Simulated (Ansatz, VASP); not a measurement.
Zr7B: VASP beside Ansatz

```xyz
8
Lattice="3.2258 0.0000 0.0000 -1.6129 2.7936 0.0000 0.0000 0.0000 17.9766" Properties=species:S:1:pos:R:3 pbc="T T T"
Zr    1.6129    0.9312   16.6931
Zr    0.0000    1.8624    1.2835
Zr    1.6129    0.9312    3.8524
Zr    0.0000    1.8624    6.4195
Zr    0.0000    1.8624   14.1242
Zr    1.6129    0.9312   11.5572
Zr    0.0000    0.0000    8.9883
B     0.0000    0.0000    0.0000
```

Alike in both runs: task relaxation of cell and atoms; functional PBE; k mesh 6 × 6 × 1; occupations gaussian, width 0.2 eV; no spin polarisation.

```csv
,VASP,Ansatz
version,VASP 6.6.1,Ansatz 0.2.0
potentials or method,"VASP PAW PBE potentials, release 64 (Zr_sv, B), cutoff 600 eV","scalar-relativistic, plane waves, PAW"
valence electrons in the cell,87,87
```

|  | VASP | Ansatz | Ansatz less VASP |
| --- | --- | --- | --- |
| gap on the k mesh at the Fermi level, each at its own relaxed structure (eV) | none | none | - |
| relaxed volume (Å³/atom) | 21.75 | 21.73 | -0.024 |
| relaxed cell length with the largest relative difference (Å) | 3.310 | 3.308 | -0.0018 |

A gap of «none» marks a metal or a gap that the smearing closes.

The k mesh is coarse, so the values compare programs but aren't converged.
